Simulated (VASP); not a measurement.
# Pd in VASP: further runs

Pd is run at these levels: PBEsol; tasks: electric field gradients.

Program: VASP 6.6.1. These are calculated values, not measurements. Logs are shortened: lines on timing, memory, paths and dates and some standing lists are left out, and cuts for length are marked.

## Step 1: The cell of the first run

The structure is cubic, space group Fm-3m (No. 225). Conventional cell: a = 3.903 Å, b = 3.903 Å, c = 3.903 Å, α = 90.00°, β = 90.00°, γ = 90.00°. Pd (site symmetry m-3m) has 12 Pd at 2.76 Å within 3.6 Å.

## Step 2: Electric field gradients, PBEsol (volume scaled by 1.01)

INCAR reads:

```
PREC = Accurate ; ENCUT = 520
EDIFF = 1E-8 ; ISMEAR = -1
SIGMA = 0.05 ; LREAL = F
LASPH = T ; NELM = 80
ALGO = Normal ; ISIF = 2
LWAVE = F ; LCHARG = F
GGA = PS ; LEFG = T
NBANDS = 11
```

KPOINTS reads:

```
Automatic mesh
0
Gamma
  18 18 18
```

POSCAR reads:

```
Pd
1.0
    0.0000000000      1.9513615093      1.9513615093
    1.9513615093      0.0000000000      1.9513615093
    1.9513615093      1.9513615093      0.0000000000
Pd
1
Direct
    0.0000000000      0.0000000000      0.0000000000
```

Potentials or basis: VASP PAW PBE potentials, release 64 (Pd).

Run with:

```bash
> cat potpaw_PBE.64/Pd/POTCAR > POTCAR
> mpirun -np 1 vasp_std > vasp.out
```

OUTCAR:

```text
PREC = Accurate
   ENCUT = 520
   EDIFF = 1E-8
   ISMEAR = -1
   LREAL = F
   LASPH = T
   NELM = 80
   ISIF = 2
   GGA = PS

 ion  position               nearest neighbor table
   1  0.000  0.000  0.000-

  LATTYP: Found a face centered cubic cell.
 ALAT       =     3.9027230186

  Lattice vectors:

 A1 = (   0.0000000000,   1.9513615093,   1.9513615093)
 A2 = (   1.9513615093,   0.0000000000,   1.9513615093)
 A3 = (   1.9513615093,   1.9513615093,   0.0000000000)

Analysis of symmetry for initial positions (statically):
=====================================================================
 Subroutine PRICEL returns:
 Original cell was already a primitive cell.

 Routine SETGRP: Setting up the symmetry group for a
 face centered cubic supercell.

 Subroutine GETGRP returns: Found 48 space group operations
 (whereof 48 operations were pure point group operations)
 out of a pool of 48 trial point group operations.

The static configuration has the point symmetry O_h .

Analysis of symmetry for dynamics (positions and initial velocities):
=====================================================================
 Subroutine PRICEL returns:
 Original cell was already a primitive cell.

 Routine SETGRP: Setting up the symmetry group for a
 face centered cubic supercell.

 Subroutine GETGRP returns: Found 48 space group operations
 (whereof 48 operations were pure point group operations)
 out of a pool of 48 trial point group operations.

The dynamic configuration has the point symmetry O_h .

 Subroutine INISYM returns: Found 48 space group operations
 (whereof 48 operations are pure point group operations),
 and found     1 'primitive' translations

----------------------------------------------------------------------------------------

                                     Primitive cell

  volume of cell :      14.8608

  direct lattice vectors                    reciprocal lattice vectors
     0.000000000  1.951361509  1.951361509    -0.256231353  0.256231353  0.256231353
     1.951361509  0.000000000  1.951361509     0.256231353 -0.256231353  0.256231353
     1.951361509  1.951361509  0.000000000     0.256231353  0.256231353 -0.256231353

  length of vectors
     2.759641912  2.759641912  2.759641912     0.443805722  0.443805722  0.443805722

  position of ions in fractional coordinates (direct lattice)
     0.000000000  0.000000000  0.000000000

  ion indices of the primitive-cell ions
   primitive index   ion index
                 1           1

----------------------------------------------------------------------------------------

 KPOINTS: Automatic mesh

Automatic generation of k-mesh.
 Grid dimensions read from file:
 generate k-points for:   18   18   18

 Generating k-lattice:

  Cartesian coordinates                     Fractional coordinates (reciprocal lattice)
    -0.014235075  0.014235075  0.014235075     0.055555556  0.000000000  0.000000000
     0.014235075 -0.014235075  0.014235075     0.000000000  0.055555556  0.000000000
     0.014235075  0.014235075 -0.014235075     0.000000000  0.000000000  0.055555556

  Length of vectors
     0.024655873  0.024655873  0.024655873

  Shift w.r.t. Gamma in fractional coordinates (k-lattice)
     0.000000000  0.000000000  0.000000000

 Subroutine IBZKPT returns following result:
 ===========================================

 Found    195 irreducible k-points:

 Following reciprocal coordinates:
            Coordinates               Weight
  0.000000  0.000000  0.000000      1.000000
  0.055556  0.000000  0.000000      8.000000
  0.111111  0.000000  0.000000      8.000000
  0.166667  0.000000  0.000000      8.000000
  0.222222  0.000000  0.000000      8.000000
  0.277778  0.000000  0.000000      8.000000
[... 16 lines left out ...]
 -0.277778  0.055556  0.000000     24.000000
 -0.222222  0.055556  0.000000     24.000000
 [... further k-points ...]
   k-points           NKPTS =    195   k-points in BZ     NKDIM =    195   number of bands    NBANDS=     11
   number of dos      NEDOS =    301   number of ions     NIONS =      1
   total plane-waves  NPLWV =  13824
   dimension x,y,z NGX =    24 NGY =   24 NGZ =   24
   dimension x,y,z NGXF=    48 NGYF=   48 NGZF=   48
   ions per type =               1
   NGX,Y,Z   is equivalent  to a cutoff of  14.46, 14.46, 14.46 a.u.
   NGXF,Y,Z  is equivalent  to a cutoff of  28.92, 28.92, 28.92 a.u.
 SYSTEM =  unknown system
   PREC   = accura    normal or accurate (medium, high low for compatibility)
   ISTART =      0    job   : 0-new  1-cont  2-samecut
   ICHARG =      2    charge: 1-file 2-atom 10-const
   ISPIN  =      1    spin polarized calculation?
   LNONCOLLINEAR =      F non collinear calculations
   LSORBIT =      F    spin-orbit coupling
   LASPH  =      T    aspherical Exc in radial PAW
   ENCUT  =  520.0 eV  38.22 Ry    6.18 a.u.   5.13  5.13  5.13*2*pi/ulx,y,z
   NELM   =     80;   NELMIN=  2; NELMDL= -5     # of ELM steps
   EDIFF  = 0.1E-07   stopping-criterion for ELM
   LREAL  =      F    real-space projection
   EDIFFG = 0.1E-06   stopping-criterion for IOM
   NSW    =      0    number of steps for IOM
   IBRION =     -1    ionic relax: 0-MD 1-quasi-New 2-CG
   NFREE  =      0    steps in history (QN), initial steepest desc. (CG)
   ISIF   =      2    stress and relaxation
   ISYM   =      2    0-nonsym 1-usesym 2-fastsym
   POTIM  = 0.5000    time-step for ionic-motion
   TEBEG  =    0.0;   TEEND  =   0.0 temperature during run
   PSTRESS=    0.0 pullay stress
   NELECT =      10.0000    total number of electrons
   NUPDOWN=      -1.0000    fix difference up-down
   EMIN   =  10.00;   EMAX   =-10.00  energy-range for DOS
   EFERMI =   0.00;   METHOD = LEGACY
   ISMEAR =    -1;   SIGMA  =   0.05  broadening in eV -4-tet -1-fermi 0-gaus
   EFERMI_NEDOS =   21; number of points for ismear=-14 and -15
   IALGO  =     38    algorithm
   IMIX   =      4    mixing-type and parameters
     AMIX     =   0.40;   BMIX     =  1.00
     AMIX_MAG =   1.60;   BMIX_MAG =  1.00
  volume/ion in A,a.u.               =      14.86       100.29
  Fermi-wavevector in a.u.,A,eV,Ry     =   1.434588  2.710978 28.001359  2.058042
  Thomas-Fermi vector in A             =   2.553980
   LORBIT       =      0    0 simple, 1 ext, 2 COOP (PROOUT), +10 PAW based schemes
   GGA     = PS    functional components
   LHFCALC =     F    Hartree Fock is set to
   AEXX    =    0.0000 exact exchange contribution
   IVDW    =     0    specifies the selected vdW correction
   LEPSILON=     F    determine dielectric tensor
   LRPA    =     F    only Hartree local field effects (RPA)
 non-spin polarized calculation
  energy-cutoff  :      520.00
  volume of cell :       14.86
 maximum number of plane-waves:       411
 NGX is ok and might be reduce to    24
   NGX = 11   NGY = 11   NGZ = 11

 number of electron      10.0000000 magnetization

 number of electron       9.9999998 magnetization

 Free energy of the ion-electron system (eV)
  ---------------------------------------------------
  ext. energy  EPLUGINS =         0.00000000
  ---------------------------------------------------
  free energy    TOTEN  =        -5.96855255 eV

  energy without entropy =       -5.95018922  energy(sigma->0) =       -5.95937089

 E-fermi :   9.4988     XC(G=0): -13.3338

 val. band max:        9.4974566583   @ k =   0.4444   0.1667   0.0000
 cond. band min:       9.5017310477   @ k =  -0.3889   0.3889   0.0556
 fundamental gap:      0.0042743894
 Fermi energy:         9.4988341602

 k-point     1 :       0.0000    0.0000    0.0000
  band No.  band energies     occupation
      1       2.3125      2.00000
      2       6.6736      2.00000
      3       6.6736      2.00000
      4       6.6736      2.00000
      5       8.2864      2.00000
      6       8.2864      2.00000
      7      26.6175      0.00000
      8      31.3444      0.00000
      9      31.3444      0.00000
     10      31.3444      0.00000
     11      35.6077      0.00000

 k-point     2 :       0.0556    0.0000    0.0000
  band No.  band energies     occupation
      1       2.4243      2.00000
      2       6.6334      2.00000
      3       6.7126      2.00000
      4       6.7126      2.00000
      5       8.2674      2.00000
      6       8.2674      2.00000
      7      26.7361      0.00000
      8      30.5827      0.00000
      9      31.4716      0.00000
     10      31.4716      0.00000
     11      35.6702      0.00000

 k-point     3 :       0.1111    0.0000    0.0000
  band No.  band energies     occupation
      1       2.7476      2.00000
      2       6.5328      2.00000
      3       6.8146      2.00000
      4       6.8146      2.00000
      5       8.2276      2.00000
      6       8.2276      2.00000
      7      26.9960      0.00000
      8      29.0471      0.00000
      9      31.8320      0.00000
     10      31.8320      0.00000
     11      35.7053      0.00000

 k-point     4 :       0.1667    0.0000    0.0000
  band No.  band energies     occupation
      1       3.2371      2.00000
      2       6.4369      2.00000
      3       6.9293      2.00000
      4       6.9293      2.00000
      5       8.2213      2.00000
      6       8.2213      2.00000
      7      26.6348      0.00000
      8      27.9102      0.00000
      9      32.3527      0.00000
     10      32.3527      0.00000
     11      35.5709      0.00000

 k-point     5 :       0.2222    0.0000    0.0000
  band No.  band energies     occupation
      1       3.7793      2.00000
      2       6.4804      2.00000
      3       6.9798      2.00000
      4       6.9798      2.00000
      5       8.3262      2.00000
      6       8.3262      2.00000
      7      24.8870      0.00000
      8      27.7821      0.00000
      9      32.8513      0.00000
     10      32.8513      0.00000
     11      35.0663      0.00000
[... 211 lines left out ...]
 k-point    21 :      -0.3889    0.0556    0.0000
  band No.  band energies     occupation
      1       4.3409      2.00000
      2       6.6595      2.00000
      3       6.7525      2.00000
      4       8.5248      2.00000
      5       9.1339      1.99865
      6      10.1528      0.00000
      7      18.3581      0.00000
      8      26.3234      0.00000
      9      29.9645      0.00000
     10      31.3293      0.00000
     11      35.6719      0.00000

 k-point    22 :      -0.3333    0.0556    0.0000
  band No.  band energies     occupation
      1       4.3840      2.00000
      2       6.7625      2.00000
      3       6.8454      2.00000
      4       7.7667      2.00000
      5       8.8017      2.00000
      6       9.5139      0.85024
      7      20.2110      0.00000
      8      26.7396      0.00000
      9      30.4352      0.00000
     10      32.5052      0.00000
     11      35.4022      0.00000

 k-point    23 :      -0.2778    0.0556    0.0000
  band No.  band energies     occupation
      1       4.3286      2.00000
      2       6.8133      2.00000
      3       6.9560      2.00000
      4       7.0216      2.00000
      5       8.4490      2.00000
      6       9.0460      1.99977
      7      22.2451      0.00000
      8      27.2421      0.00000
      9      31.0642      0.00000
     10      33.9536      0.00000
     11      34.4895      0.00000

 k-point    24 :      -0.2222    0.0556    0.0000
  band No.  band energies     occupation
      1       4.0293      2.00000
      2       6.4398      2.00000
      3       6.9977      2.00000
      4       7.0331      2.00000
      5       8.1644      2.00000
      6       8.6850      2.00000
      7      24.2919      0.00000
      8      27.6491      0.00000
      9      31.5304      0.00000
     10      33.9261      0.00000
     11      34.3124      0.00000

 [... further k-points ...]
[... 5 lines left out ...]
  --------------------------------------------------------------------------------------
  -------------------------------------------------------------------------------------
  Total       -0.4066946     -0.4066946     -0.4066946      0.0000000      0.0000000      0.0000000
  in kB      -43.8465833    -43.8465833    -43.8465833      0.0000000      0.0000000      0.0000000
  external PRESSURE =     -43.8465833 kB  Pullay stress =       0.0000000 kB

 VOLUME and BASIS-vectors are now :
 -----------------------------------------------------------------------------
  energy-cutoff  :      520.00
  volume of cell :       14.86
      direct lattice vectors                 reciprocal lattice vectors
     0.000000000  1.951361509  1.951361509    -0.256231353  0.256231353  0.256231353
     1.951361509  0.000000000  1.951361509     0.256231353 -0.256231353  0.256231353
     1.951361509  1.951361509  0.000000000     0.256231353  0.256231353 -0.256231353

 POSITION                                       TOTAL-FORCE (eV/Angst)
 -----------------------------------------------------------------------------------
      0.00000      0.00000      0.00000         0.000000      0.000000      0.000000
 -----------------------------------------------------------------------------------
    total drift:                               -0.000000      0.000000      0.000000

  FREE ENERGIE OF THE ION-ELECTRON SYSTEM (eV)
  ---------------------------------------------------
  free  energy   TOTEN  =        -5.9685525526 eV

  energy  without entropy=       -5.9501892234  energy(sigma->0) =       -5.95937089

 Electric field gradients (V/A^2)
---------------------------------------------------------------------
 ion       V_xx      V_yy      V_zz      V_xy      V_xz      V_yz
---------------------------------------------------------------------
   1       0.000     0.000     0.000    -0.000    -0.000    -0.000
---------------------------------------------------------------------

 Electric field gradients after diagonalization (V/A^2)
 (convention: |V_zz| > |V_xx| > |V_yy|)
----------------------------------------------------------------------
 ion       V_xx      V_yy      V_zz     asymmetry (V_yy - V_xx)/ V_zz
----------------------------------------------------------------------
   1       0.000     0.000    -0.001       0.000
----------------------------------------------------------------------

           NMR quadrupolar parameters

 Cq : quadrupolar parameter    Cq=e*Q*V_zz/h
 eta: asymmetry parameters     (V_yy - V_xx)/ V_zz
 Q  : nuclear electric quadrupole moment in mb (millibarn)
----------------------------------------------------------------------
 ion       Cq(MHz)       eta       Q (mb)
----------------------------------------------------------------------
   1      -0.000       0.000       1.000
----------------------------------------------------------------------
```

Wall time 12 s (1 thread of Intel Xeon 6975P-C (Granite Rapids), shared host); peak memory 0.16 GiB.

What came out:

```yaml
Free_energy: -5.9686 eV
Pressure: -4.4 GPa
Band_gap_on_the_k_mesh: zero (band 5 reaches 9.79 eV, above the bottom of band 6 at 8.22 eV)
```

Caveat: without QUAD_EFG the Cq values of the log hold for a quadrupole moment of 1 mb, not for the nuclei; the PAW data sets were made with another functional, which shifts forces and pressure a little.

(Continued in part 2 of 3.)
